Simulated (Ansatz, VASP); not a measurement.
One calculation of Ge, two programs

The input INCAR:

```
ALGO = Normal
DIPOL = 0.5 0.5 0.500
EDIFF = 1E-6
ENCUT = 520
GGA = PE
IDIPOL = 3
ISIF = 2
ISMEAR = 0
IVDW = 12
LASPH = True
LCHARG = False
LDIPOL = True
LREAL = False
LWAVE = False
NBANDS = 21
NELM = 60
PREC = Accurate
SIGMA = 0.1
```

Contents of KPOINTS:

```
k-points
0
Gamma
  12 12 1
```

File POSCAR:

```
Ge
1.0
    4.0950000000      0.0000000000      0.0000000000
   -2.0475000000      3.5463740285      0.0000000000
    0.0000000000      0.0000000000     28.0000000000
Ge
2
Direct
    0.3333333333      0.6666666667      0.5157142857
    0.6666666667      0.3333333333      0.4842857143
```

Input for Ansatz:

```yaml
crystal:
  lattice:
    - [4.095, 0.0, 0.0]
    - [-2.0475, 3.5463740285, 0.0]
    - [0.0, 0.0, 28.0]
  atoms:
    - { symbol: Ge, position: [0.3333333333, 0.6666666667, 0.5157142857] }
    - { symbol: Ge, position: [0.6666666667, 0.3333333333, 0.4842857143] }
  periodic: [true, true, false]
basis:
  ecutwfc: 420
kpoints:
  mp_grid: { grid: [12, 12, 1] }
hamiltonian:
  xc: pbe
  pseudopotentials: { kind: paw, azcp: { folder: soft_1 } }
  dispersion: d3bj
scf:
  occupations: { method: gaussian, width: 0.1 }
output:
  forces: true
  stress: true
  eigenvalues: true
  write_density: true
  write_potential: true
  elf: true
  volumetric_format: npy
```

Alike in both runs: task single point; functional PBE; dispersion D3(BJ); k mesh 12 × 12 × 1; occupations gaussian, width 0.1 eV; no spin polarisation.

```csv
,VASP,Ansatz
version,VASP 6.6.1,Ansatz 0.2.0
potentials or method,"VASP PAW PBE potentials, release 64 (Ge_d), cutoff 520 eV","scalar-relativistic, plane waves, PAW"
valence electrons in the cell,28,28
```

```csv
,VASP,Ansatz,Ansatz less VASP
gap on the k mesh at the Fermi level (eV),none,none,-
rms of the force components (eV/Å),0.507,0.507,+0.0003
```

Atom by atom the forces differ by 0.000 eV/Å (rms over components). A gap of «none» marks a metal or a gap that the smearing closes. Ansatz's warnings: xc potential rough in thin density.
